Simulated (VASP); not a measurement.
**Cs2SnI6: relaxation of cell and atoms with PBEsol**

Cs2SnI6:

```
Cs Sn I
1.0
     0.00000    6.01856    6.01856
     6.01856    0.00000    6.01856
     6.01856    6.01856    0.00000
Cs Sn I
2 1 6
Direct
  0.25000 0.25000 0.25000
  0.75000 0.75000 0.75000
  0.00000 0.00000 0.00000
  0.75816 0.24184 0.24184
  0.24184 0.75816 0.24184
  0.24184 0.75816 0.75816
  0.75816 0.24184 0.75816
  0.24184 0.24184 0.75816
  0.75816 0.75816 0.24184
```

```json
{"Program": "VASP 6.6.1", "Task": "relaxation of cell and atoms", "Functional": "PBEsol", "Potentials or basis": "VASP PAW PBE potentials, release 64 (Cs_sv, Sn_d, I)", "Cutoff": "500 eV", "k mesh": "6 × 6 × 6", "Occupations": "gaussian, width 0.01 eV", "Spin": "no spin polarisation", "Dipole correction": "no", "Further INCAR settings": "ALGO = Normal; EDIFF = 1e-07; IBRION = 2; EDIFFG = -0.005; NSW = 70; ISIF = 3"}
```

The relaxed volume is 42.93 Å³/atom. The relaxed cell is a = 8.176 Å, b = 8.176 Å, c = 8.176 Å, α = 60.00°, β = 60.00°, γ = 60.00° and the space group after relaxing (to 0.1 Å) is Fm-3m (No. 225). The energy gained by relaxing is 18.5 meV/atom and the ionic steps are 10. The pressure after relaxing is 0.0 GPa. The band gap on the k mesh is zero (filled and empty bands touch).

The path:
```csv
step,energy change (eV),largest force (eV/Å),pressure (GPa),volume (Å³)
1,0.0000,0.1646,-1.15,436.02
2,-0.0984,0.1629,-0.25,414.45
3,-0.1005,0.2220,-0.08,411.12
4,-0.1152,0.1989,-0.08,407.76
5,-0.1489,0.1288,-0.03,397.77
6,-0.1607,0.0160,0.22,378.28
7,-0.1659,0.0479,0.11,385.71
8,-0.1660,0.0394,0.12,384.68
9,-0.1649,0.0535,-0.18,389.01
10,-0.1669,0.0016,0.00,386.40
```

Final structure:
```cif
data_structure
_symmetry_space_group_name_H-M 'P 1'
_symmetry_Int_Tables_number 1
_cell_length_a 8.1756
_cell_length_b 8.1756
_cell_length_c 8.1756
_cell_angle_alpha 60.000
_cell_angle_beta 60.000
_cell_angle_gamma 60.000
_cell_volume 386.40
loop_
_atom_site_label
_atom_site_type_symbol
_atom_site_fract_x
_atom_site_fract_y
_atom_site_fract_z
_atom_site_occupancy
Cs1 Cs 0.25000 0.25000 0.25000 1
Cs2 Cs 0.75000 0.75000 0.75000 1
Sn1 Sn 0.00000 0.00000 0.00000 1
I1 I 0.75173 0.24827 0.24827 1
I2 I 0.24827 0.75173 0.24827 1
I3 I 0.24827 0.75173 0.75173 1
I4 I 0.75173 0.24827 0.75173 1
I5 I 0.24827 0.24827 0.75173 1
I6 I 0.75173 0.75173 0.24827 1
```

Levels at points of the mesh, in eV from the Fermi level:
| k point | band 33 | band 34 | band 35 | band 36 | band 37 | band 38 | band 39 | band 40 | band 41 | band 42 |
| --- | --- | --- | --- | --- | --- | --- | --- | --- | --- | --- |
| (0.00, 0.00, 0.00) | -0.48 | -0.48 | -0.08 | 0.00 | 0.00 | 0.00 | 3.85 | 3.85 | 3.85 | 3.98 |
| (0.50, 0.00, 0.00) | -0.46 | -0.46 | -0.43 | -0.31 | -0.31 | 0.99 | 3.29 | 5.02 | 5.02 | 5.10 |
| (0.50, 0.50, 0.00) | -1.11 | -0.74 | -0.74 | -0.64 | -0.04 | 1.38 | 4.40 | 4.40 | 4.57 | 5.69 |

It took 47 min on 1 thread of Oxide Virtual Turin-like Processor (shared host), peak memory 0.78 GiB.

Caveat: semilocal functionals underestimate gaps, and a narrow one can read as zero; the PAW data sets were made with another functional, which shifts forces and pressure a little; spin-orbit coupling is left out, which moves the levels of the heavy elements.
